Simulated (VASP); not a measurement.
W: single point with PBE

Crystal: W.

```
W
1.0
    -1.59178    1.59178    1.59178
     1.59178   -1.59178    1.59178
     1.59178    1.59178   -1.59178
W
1
Direct
  0.00000 0.00000 0.00000
```

* Program: VASP 6.6.1
* Task: single point
* Functional: PBE
* Potentials or basis: VASP PAW PBE potentials, release 64 (W_sv)
* Cutoff: 520 eV
* k mesh: 18 × 18 × 18
* Occupations: gaussian, width 0.1 eV
* Spin: no spin polarisation
* Dipole correction: no
* Further INCAR settings: ALGO = Normal; EDIFF = 1e-06; NBANDS = 13

| Property | Result |
| --- | --- |
| Pressure | 0.5 GPa |
| Band gap on the k mesh | zero (band 7 reaches 16.23 eV, above the bottom of band 8 at 9.99 eV) |

Levels at points of the mesh, in eV from the Fermi level:
```csv
k point,band 3,band 4,band 5,band 6,band 7,band 8,band 9,band 10,band 11,band 12
"(0.00, 0.00, 0.00)",-37.79,-37.79,-9.54,-1.20,-1.20,-1.20,2.22,2.22,14.48,14.48
"(0.50, 0.00, 0.00)",-38.19,-37.79,-6.16,-3.48,0.62,2.11,3.06,6.00,10.80,11.44
"(0.50, 0.50, 0.50)",-38.64,-38.64,-5.69,-5.69,5.04,5.04,5.04,8.11,8.11,8.11
```

Wall time 20 s on 1 thread of AMD EPYC 9R45 (Zen 5), with other jobs on the host, peak memory 0.14 GiB.

Caveat: spin-orbit coupling is left out, which moves the levels of the heavy elements.
